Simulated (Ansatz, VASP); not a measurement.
# Two plane-wave programs on AlAs

Contents of POSCAR:

```
AlAs
1.0
    0.0000000000      2.8946045107      2.8946045107
    2.8946045107      0.0000000000      2.8946045107
    2.8946045107      2.8946045107      0.0000000000
Al As
1 1
Direct
    0.0000000000      0.0000000000      0.0000000000
    0.2500000000      0.2500000000      0.2500000000
```

INCAR.step1

```
PREC = Accurate
ENCUT = 550
ISMEAR = 0
SIGMA = 0.01
LREAL = F
LASPH = T
NELM = 120
NBANDS = 11
GGA = PE
ALGO = Normal
EDIFF = 1E-5
LWAVE = T
LCHARG = F
GGA_COMPAT = F
```

File INCAR.step2:

```
PREC = Accurate
ENCUT = 550
EDIFF = 1E-6
ISMEAR = 0
SIGMA = 0.01
LREAL = F
LASPH = T
NELM = 120
ALGO = Normal
ISIF = 2
LWAVE = F
LCHARG = T
METAGGA = R2SCAN
LMIXTAU = T
LELF = T
LVHAR = T
NBANDS = 11
ISTART = 1
GGA_COMPAT = F
```

File KPOINTS:

```
Automatic mesh
0
Gamma
  6 6 6
```

Input for Ansatz:

```yaml
crystal:
  lattice:
    - [0.0, 2.8946045107, 2.8946045107]
    - [2.8946045107, 0.0, 2.8946045107]
    - [2.8946045107, 2.8946045107, 0.0]
  atoms:
    - { symbol: Al, position: [0.0, 0.0, 0.0] }
    - { symbol: As, position: [0.25, 0.25, 0.25] }
kpoints:
  mp_grid: { grid: [6, 6, 6] }
hamiltonian:
  xc: r2scan
scf:
  occupations: { method: fixed }
  n_extra_bands: 4
output:
  forces: true
  stress: true
  eigenvalues: true
```

Alike in both runs: task single point; functional r2SCAN; k mesh 6 × 6 × 6; no spin polarisation.

|  | VASP | Ansatz |
| --- | --- | --- |
| version | VASP 6.6.1 | Ansatz 0.2.0 |
| potentials or method | VASP PAW PBE potentials, release 64 (Al, As) | plane waves, PAW |
| plane-wave cutoff (eV) | 550 | 500 |
| occupations | gaussian, width 0.01 eV | fixed |
| valence electrons in the cell | 8 | 18 |

Ansatz gave:

- gap on the k mesh at the Fermi level (eV): 1.89
- pressure (GPa): -3.9

Problem. What did VASP give for the same quantities?

Solution. gap on the k mesh at the Fermi level (eV): 1.89; pressure (GPa): -4.0.

VASP's potentials were made for PBE, not for r2SCAN. VASP's potentials hold 8 valence electrons a cell and Ansatz's 18, so a difference there can come from the potentials and not from the codes.
